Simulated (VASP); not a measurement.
# TiAl (P-6m2) in VASP: further runs

The runs below take TiAl through single point, with PBE.

Program: VASP 6.6.1. These are calculated values, not measurements. Logs are shortened: lines on timing, memory, paths and dates and some standing lists are left out, and cuts for length are marked.

### 1 The cell of the first run

It takes space group P-6m2 (No. 187, hexagonal). Conventional cell: a = 2.881 Å, b = 2.881 Å, c = 4.649 Å, α = 90.00°, β = 90.00°, γ = 120.00°. Ti (site symmetry -6m2) has 6 Al at 2.86 Å and 6 Ti at 2.88 Å within 3.8 Å. Within 3.8 Å of Al (site symmetry -6m2) lie 6 Ti at 2.86 Å and 6 Al at 2.88 Å.

### 2 Single point, PBE

INCAR

```
ALGO = Normal
EDIFF = 1E-6
ENCUT = 520
GGA = PE
ISIF = 2
ISMEAR = 0
LASPH = T
LCHARG = T
LELF = T
LREAL = F
LVHAR = T
LWAVE = F
NBANDS = 14
NELM = 100
PREC = Accurate
SIGMA = 0.1
```

KPOINTS

```
k-points
0
Gamma
  18 18 10
```

POSCAR

```
TiAl
1.0
    2.8811117122      0.0000000000      0.0000000000
   -1.4405558561      2.4951159339      0.0000000000
    0.0000000000      0.0000000000      4.6485829680
Ti Al
1 1
Direct
    0.0000000000      0.0000000000      0.0000000000
    0.3333333333      0.6666666667      0.5000000000
```

Potentials or basis: VASP PAW PBE potentials, release 64 (Ti_sv, Al).

Launch:

```console
cat potpaw_PBE.64/Ti_sv/POTCAR potpaw_PBE.64/Al/POTCAR > POTCAR
mpirun -np 1 vasp_std > vasp.out
```

OUTCAR:

```text
EDIFF = 1E-6
   ENCUT = 520
   GGA = PE
   ISIF = 2
   ISMEAR = 0
   LASPH = T
   LREAL = F
   NELM = 100
   PREC = Accurate

 ion  position               nearest neighbor table
   1  0.000  0.000  0.000-   2 2.86   2 2.86   2 2.86   2 2.86   2 2.86   2 2.86
   2  0.333  0.667  0.500-   1 2.86   1 2.86   1 2.86   1 2.86   1 2.86   1 2.86

  LATTYP: Found a hexagonal cell.
 ALAT       =     2.8811117122
 C/A-ratio  =     1.6134684915

  Lattice vectors:

 A1 = (   2.8811117122,   0.0000000000,   0.0000000000)
 A2 = (  -1.4405558561,   2.4951159339,   0.0000000000)
 A3 = (   0.0000000000,   0.0000000000,   4.6485829680)

Analysis of symmetry for initial positions (statically):
=====================================================================
 Subroutine PRICEL returns:
 Original cell was already a primitive cell.

 Routine SETGRP: Setting up the symmetry group for a
 hexagonal supercell.

 Subroutine GETGRP returns: Found 12 space group operations
 (whereof 12 operations were pure point group operations)
 out of a pool of 24 trial point group operations.

The static configuration has the point symmetry D_3h.

Analysis of symmetry for dynamics (positions and initial velocities):
=====================================================================
 Subroutine PRICEL returns:
 Original cell was already a primitive cell.

 Routine SETGRP: Setting up the symmetry group for a
 hexagonal supercell.

 Subroutine GETGRP returns: Found 12 space group operations
 (whereof 12 operations were pure point group operations)
 out of a pool of 24 trial point group operations.

The dynamic configuration has the point symmetry D_3h.

 Subroutine INISYM returns: Found 12 space group operations
 (whereof 12 operations are pure point group operations),
 and found     1 'primitive' translations

----------------------------------------------------------------------------------------

                                     Primitive cell

  volume of cell :      33.4173

  direct lattice vectors                    reciprocal lattice vectors
     2.881111712  0.000000000  0.000000000     0.347088242  0.200391490  0.000000000
    -1.440555856  2.495115934  0.000000000     0.000000000  0.400782980  0.000000000
     0.000000000  0.000000000  4.648582968     0.000000000  0.000000000  0.215119318

  length of vectors
     2.881111712  2.881111712  4.648582968     0.400782980  0.400782980  0.215119318

  position of ions in fractional coordinates (direct lattice)
     0.000000000  0.000000000  0.000000000
     0.333333333  0.666666667  0.500000000

  ion indices of the primitive-cell ions
   primitive index   ion index
                 1           1
                 2           2

----------------------------------------------------------------------------------------

 KPOINTS: k-points

Automatic generation of k-mesh.
 Grid dimensions read from file:
 generate k-points for:   18   18   10

 Generating k-lattice:

  Cartesian coordinates                     Fractional coordinates (reciprocal lattice)
     0.019282680  0.011132861  0.000000000     0.055555556  0.000000000  0.000000000
     0.000000000  0.022265721  0.000000000     0.000000000  0.055555556  0.000000000
     0.000000000  0.000000000  0.021511932     0.000000000  0.000000000  0.100000000

  Length of vectors
     0.022265721  0.022265721  0.021511932

  Shift w.r.t. Gamma in fractional coordinates (k-lattice)
     0.000000000  0.000000000  0.000000000

 Subroutine IBZKPT returns following result:
 ===========================================

 Found    222 irreducible k-points:

 Following reciprocal coordinates:
            Coordinates               Weight
  0.000000  0.000000  0.000000      1.000000
  0.055556  0.000000  0.000000      6.000000
  0.111111  0.000000  0.000000      6.000000
  0.166667  0.000000  0.000000      6.000000
  0.222222  0.000000  0.000000      6.000000
  0.277778  0.000000  0.000000      6.000000
[... 16 lines left out ...]
  0.333333  0.111111  0.000000     12.000000
  0.388889  0.111111  0.000000     12.000000
 [... further k-points ...]
   k-points           NKPTS =    222   k-points in BZ     NKDIM =    222   number of bands    NBANDS=     14
   number of dos      NEDOS =    301   number of ions     NIONS =      2
   total plane-waves  NPLWV =  20736
   dimension x,y,z NGX =    24 NGY =   24 NGZ =   36
   dimension x,y,z NGXF=    48 NGYF=   48 NGZF=   72
   ions per type =               1   1
   NGX,Y,Z   is equivalent  to a cutoff of  13.85, 13.85, 12.87 a.u.
   NGXF,Y,Z  is equivalent  to a cutoff of  27.70, 27.70, 25.75 a.u.
 SYSTEM =  unknown system
   PREC   = accura    normal or accurate (medium, high low for compatibility)
   ISTART =      0    job   : 0-new  1-cont  2-samecut
   ICHARG =      2    charge: 1-file 2-atom 10-const
   ISPIN  =      1    spin polarized calculation?
   LNONCOLLINEAR =      F non collinear calculations
   LSORBIT =      F    spin-orbit coupling
   LASPH  =      T    aspherical Exc in radial PAW
   ENCUT  =  520.0 eV  38.22 Ry    6.18 a.u.   5.36  5.36  8.64*2*pi/ulx,y,z
   NELM   =    100;   NELMIN=  2; NELMDL= -5     # of ELM steps
   EDIFF  = 0.1E-05   stopping-criterion for ELM
   LREAL  =      F    real-space projection
   EDIFFG = 0.1E-04   stopping-criterion for IOM
   NSW    =      0    number of steps for IOM
   IBRION =     -1    ionic relax: 0-MD 1-quasi-New 2-CG
   NFREE  =      0    steps in history (QN), initial steepest desc. (CG)
   ISIF   =      2    stress and relaxation
   ISYM   =      2    0-nonsym 1-usesym 2-fastsym
   POTIM  = 0.5000    time-step for ionic-motion
   TEBEG  =    0.0;   TEEND  =   0.0 temperature during run
   PSTRESS=    0.0 pullay stress
   NELECT =      15.0000    total number of electrons
   NUPDOWN=      -1.0000    fix difference up-down
   EMIN   =  10.00;   EMAX   =-10.00  energy-range for DOS
   EFERMI =   0.00;   METHOD = LEGACY
   ISMEAR =     0;   SIGMA  =   0.10  broadening in eV -4-tet -1-fermi 0-gaus
   EFERMI_NEDOS =   21; number of points for ismear=-14 and -15
   IALGO  =     38    algorithm
   IMIX   =      4    mixing-type and parameters
     AMIX     =   0.40;   BMIX     =  1.00
     AMIX_MAG =   1.60;   BMIX_MAG =  1.00
  volume/ion in A,a.u.               =      16.71       112.76
  Fermi-wavevector in a.u.,A,eV,Ry     =   1.253472  2.368719 21.377380  1.571193
  Thomas-Fermi vector in A             =   2.387324
   LORBIT       =      0    0 simple, 1 ext, 2 COOP (PROOUT), +10 PAW based schemes
   GGA     = PE    functional components
   LHFCALC =     F    Hartree Fock is set to
   AEXX    =    0.0000 exact exchange contribution
   IVDW    =     0    specifies the selected vdW correction
   LEPSILON=     F    determine dielectric tensor
   LRPA    =     F    only Hartree local field effects (RPA)
 non-spin polarized calculation
 Gauss-broadening in eV      SIGMA  =   0.10
  energy-cutoff  :      520.00
  volume of cell :       33.42
 maximum number of plane-waves:       923
 NGX is ok and might be reduce to    24
   NGX = 11   NGY = 11   NGZ = 17

 number of electron      15.0000001 magnetization

 Free energy of the ion-electron system (eV)
  ---------------------------------------------------
  ext. energy  EPLUGINS =         0.00000000
  ---------------------------------------------------
  free energy    TOTEN  =       -12.09017963 eV

  energy without entropy =      -12.07713414  energy(sigma->0) =      -12.08365689

 E-fermi :   7.8183     XC(G=0): -10.9188

 val. band max:        7.8061904693   @ k =   0.3333   0.2778   0.4000
 cond. band min:       7.8209610638   @ k =   0.3333   0.2778   0.3000
 fundamental gap:      0.0147705945
 Fermi energy:         7.8182553776

 k-point     1 :       0.0000    0.0000    0.0000
  band No.  band energies     occupation
      1     -48.7191      2.00000
      2     -25.0375      2.00000
      3     -24.6347      2.00000
      4     -24.6347      2.00000
      5      -1.0687      2.00000
      6       5.5748      2.00000
      7       6.0761      2.00000
      8       9.0866      0.00000
      9       9.0866      0.00000
     10      10.5430      0.00000
     11      10.5430      0.00000
     12      11.8266      0.00000
     13      20.5766      0.00000
     14      20.5766      0.00000

 k-point     2 :       0.0556    0.0000    0.0000
  band No.  band energies     occupation
      1     -48.7165      2.00000
      2     -25.0348      2.00000
      3     -24.6517      2.00000
      4     -24.6385      2.00000
      5      -0.9925      2.00000
      6       5.6571      2.00000
      7       6.0840      2.00000
      8       9.0129      0.00000
      9       9.1480      0.00000
     10      10.5219      0.00000
     11      10.5631      0.00000
     12      11.8435      0.00000
     13      19.2796      0.00000
     14      19.8083      0.00000

 k-point     3 :       0.1111    0.0000    0.0000
  band No.  band energies     occupation
      1     -48.7088      2.00000
      2     -25.0271      2.00000
      3     -24.7006      2.00000
      4     -24.6496      2.00000
      5      -0.7652      2.00000
      6       5.8937      2.00000
      7       6.1065      2.00000
      8       8.8106      0.00000
      9       9.3285      0.00000
     10      10.4617      0.00000
     11      10.6256      0.00000
     12      11.8905      0.00000
     13      17.4543      0.00000
     14      18.8889      0.00000

 k-point     4 :       0.1667    0.0000    0.0000
  band No.  band energies     occupation
      1     -48.6969      2.00000
      2     -25.0153      2.00000
      3     -24.7750      2.00000
      4     -24.6666      2.00000
      5      -0.3905      2.00000
      6       6.1404      2.00000
      7       6.2479      2.00000
      8       8.5301      0.00000
      9       9.6170      0.00000
     10      10.3708      0.00000
     11      10.7360      0.00000
     12      11.9549      0.00000
     13      15.6787      0.00000
     14      18.0673      0.00000

 k-point     5 :       0.2222    0.0000    0.0000
  band No.  band energies     occupation
      1     -48.6824      2.00000
      2     -25.0007      2.00000
      3     -24.8653      2.00000
      4     -24.6873      2.00000
      5       0.1262      2.00000
      6       6.1812      2.00000
      7       6.6329      2.00000
      8       8.2433      0.00000
      9       9.9940      0.00000
     10      10.2616      0.00000
     11      10.9005      0.00000
[... 276 lines left out ...]
 k-point    22 :       0.2778    0.1111    0.0000
  band No.  band energies     occupation
      1     -48.6483      2.00000
      2     -25.0464      2.00000
      3     -24.9668      2.00000
      4     -24.7623      2.00000
      5       1.7660      2.00000
      6       6.3384      2.00000
      7       7.0103      2.00000
      8       7.6986      1.90941
      9       9.6791      0.00000
     10      10.5622      0.00000
     11      11.7710      0.00000
     12      11.8961      0.00000
     13      12.8953      0.00000
     14      14.3209      0.00000

 k-point    23 :       0.3333    0.1111    0.0000
  band No.  band energies     occupation
      1     -48.6370      2.00000
      2     -25.1080      2.00000
      3     -24.9556      2.00000
      4     -24.7838      2.00000
      5       2.6479      2.00000
      6       6.4005      2.00000
      7       6.6206      2.00000
      8       7.3489      2.00000
      9       9.5070      0.00000
     10      10.6512      0.00000
     11      11.8421      0.00000
     12      12.1567      0.00000
     13      13.1627      0.00000
     14      14.1121      0.00000

 k-point    24 :       0.3889    0.1111    0.0000
  band No.  band energies     occupation
      1     -48.6297      2.00000
      2     -25.1480      2.00000
      3     -24.9482      2.00000
      4     -24.7978      2.00000
      5       3.6050      2.00000
      6       5.8418      2.00000
      7       6.4463      2.00000
      8       7.0724      2.00000
      9       9.3889      0.00000
     10      10.8818      0.00000
     11      11.8301      0.00000
     12      12.4875      0.00000
     13      13.3160      0.00000
     14      14.2565      0.00000

 [... further k-points ...]

------------------------ aborting loop because EDIFF is reached ----------------------------------------

  FORCE on cell =-STRESS in cart. coord.  units (eV):
  Direction    XX          YY          ZZ          XY          YZ          ZX
  --------------------------------------------------------------------------------------
  -------------------------------------------------------------------------------------
  Total       -0.0133572     -0.0133572     -0.0021051      0.0000000      0.0000000     -0.0000000
  in kB       -0.6404054     -0.6404054     -0.1009257      0.0000000      0.0000000     -0.0000000
  external PRESSURE =      -0.4605788 kB  Pullay stress =       0.0000000 kB

 VOLUME and BASIS-vectors are now :
 -----------------------------------------------------------------------------
  energy-cutoff  :      520.00
  volume of cell :       33.42
      direct lattice vectors                 reciprocal lattice vectors
     2.881111712  0.000000000  0.000000000     0.347088242  0.200391490  0.000000000
    -1.440555856  2.495115934  0.000000000     0.000000000  0.400782980  0.000000000
     0.000000000  0.000000000  4.648582968     0.000000000  0.000000000  0.215119318

 POSITION                                       TOTAL-FORCE (eV/Angst)
 -----------------------------------------------------------------------------------
      0.00000      0.00000      0.00000        -0.000000      0.000000      0.000000
     -0.00000      1.66341      2.32429         0.000000     -0.000000      0.000000
 -----------------------------------------------------------------------------------
    total drift:                                0.000000     -0.000000      0.000000

  FREE ENERGIE OF THE ION-ELECTRON SYSTEM (eV)
  ---------------------------------------------------
  free  energy   TOTEN  =       -12.0901796342 eV

  energy  without entropy=      -12.0771341441  energy(sigma->0) =      -12.08365689
```

Wall time 34 s (1 thread of Intel Xeon 6975P-C (Granite Rapids), shared host); peak memory 0.23 GiB.

Results:

```yaml
Free_energy: -12.0902 eV
Pressure: 0.0 GPa
Band_gap_on_the_k_mesh: zero (an odd number of electrons rules out a gap without spin polarisation)
```

Levels at points of the mesh, in eV from the Fermi level:
| k point | band 4 | band 5 | band 6 | band 7 | band 8 | band 9 | band 10 | band 11 |
| --- | --- | --- | --- | --- | --- | --- | --- | --- |
| (0.00, 0.00, 0.00) | -32.45 | -8.89 | -2.24 | -1.74 | 1.27 | 1.27 | 2.72 | 2.72 |
| (0.50, 0.00, 0.00) | -32.58 | -3.70 | -2.84 | -1.50 | -0.95 | 2.07 | 3.89 | 4.04 |
| (0.00, 0.00, 0.50) | -32.45 | -7.97 | -5.24 | -0.37 | 1.28 | 1.28 | 2.64 | 2.64 |
| (0.50, 0.00, 0.50) | -32.58 | -3.64 | -2.39 | -1.80 | 0.51 | 0.97 | 1.86 | 3.00 |

### 3 Single point, PBE

INCAR

```
SYSTEM = TiAl
ALGO = Normal
EDIFF = 1E-6
ENCUT = 520
GGA = PE
ISIF = 2
ISMEAR = 0
LASPH = .TRUE.
LCHARG = .FALSE.
LREAL = .FALSE.
LWAVE = .FALSE.
NBANDS = 14
NELM = 80
PREC = Accurate
SIGMA = 0.15
```

KPOINTS

```
k-points
0
G
  18 18 10
  0 0 0
```

POSCAR is that of step 2.

Potentials or basis: VASP PAW PBE potentials, release 64 (Ti_sv, Al).

Launch:

```console
cat potpaw_PBE.64/Ti_sv/POTCAR potpaw_PBE.64/Al/POTCAR > POTCAR
mpirun -np 1 vasp_std > vasp.out
```

Wall time 35 s (1 thread of Intel Xeon 6975P-C (Granite Rapids), shared host); peak memory 0.23 GiB.

It converged, with:

```
Free energy            : -12.0982 eV
Pressure               : 0.0 GPa
Band gap on the k mesh : zero (an odd number of electrons rules out a gap without spin polarisation)
```

Levels at points of the mesh, in eV from the Fermi level:
| k point | band 4 | band 5 | band 6 | band 7 | band 8 | band 9 | band 10 | band 11 |
| --- | --- | --- | --- | --- | --- | --- | --- | --- |
| (0.00, 0.00, 0.00) | -32.46 | -8.89 | -2.25 | -1.75 | 1.26 | 1.26 | 2.72 | 2.72 |
| (0.50, 0.00, 0.00) | -32.58 | -3.71 | -2.85 | -1.50 | -0.96 | 2.07 | 3.88 | 4.04 |
| (0.00, 0.00, 0.50) | -32.46 | -7.98 | -5.24 | -0.37 | 1.28 | 1.28 | 2.64 | 2.64 |
| (0.50, 0.00, 0.50) | -32.58 | -3.65 | -2.39 | -1.81 | 0.50 | 0.97 | 1.85 | 3.00 |
